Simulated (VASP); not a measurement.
Write the native input for VASP 6.6.1 that does the following.

```
Task                   : single point
Functional             : LDA
Potentials or basis    : VASP PAW LDA potentials, release 64 (As_d, B)
Cutoff                 : 560 eV
k mesh                 : 10 × 10 × 10
Occupations            : fermi-dirac, width 0.05 eV
Spin                   : no spin polarisation
Dipole correction      : no
Further INCAR settings : ALGO = Normal; EDIFF = 1e-06; NBANDS = 16
```

The structure of BAs lies in POSCAR:

```
BAs
1.0
    0.0000000000      2.3562190158      2.3562190158
    2.3562190158      0.0000000000      2.3562190158
    2.3562190158      2.3562190158      0.0000000000
As B
1 1
Direct
    0.7500000000      0.7500000000      0.7500000000
    0.0000000000      0.0000000000      0.0000000000
```

The input as run:

INCAR

```
SYSTEM = BAs
ALGO     = Normal         ! electronic algorithm
EDIFF    = 1E-6           ! SCF threshold, eV
ENCUT    = 560            ! plane-wave cutoff, eV
GGA      = CA             ! functional
GGA_COMPAT= .False.      
ISIF     = 2              ! what is computed and relaxed
ISMEAR   = -1             ! smearing method
LASPH    = .True.         ! aspherical terms in the spheres
LCHARG   = .True.         ! write CHGCAR
LELF     = .True.         ! ELF
LREAL    = .False.        ! projectors in reciprocal space
LVHAR    = .True.       
LWAVE    = .False.        ! write WAVECAR
NBANDS   = 16             ! bands
NELM     = 120            ! most SCF steps
PREC     = Accurate       ! precision mode
SIGMA    = 0.05           ! smearing width, eV
```

KPOINTS

```
k-points
0
Gamma
  10 10 10
  0 0 0
```

Potentials or basis: VASP PAW LDA potentials, release 64 (As_d, B).

Command:

```sh
$ cat potpaw_LDA.64/As_d/POTCAR potpaw_LDA.64/B/POTCAR > POTCAR
$ mpirun -np 1 vasp_std > vasp.out
```

It gave:

* Pressure: 3.0 GPa
* Band gap on the k mesh: 1.09 eV (least direct gap 3.30 eV)

Wall time 24 s on 1 thread of Intel(R) Xeon(R) Platinum 8259CL CPU @ 2.50GHz (Skylake/Cascade Lake), with other jobs on the host, peak memory 0.15 GiB.
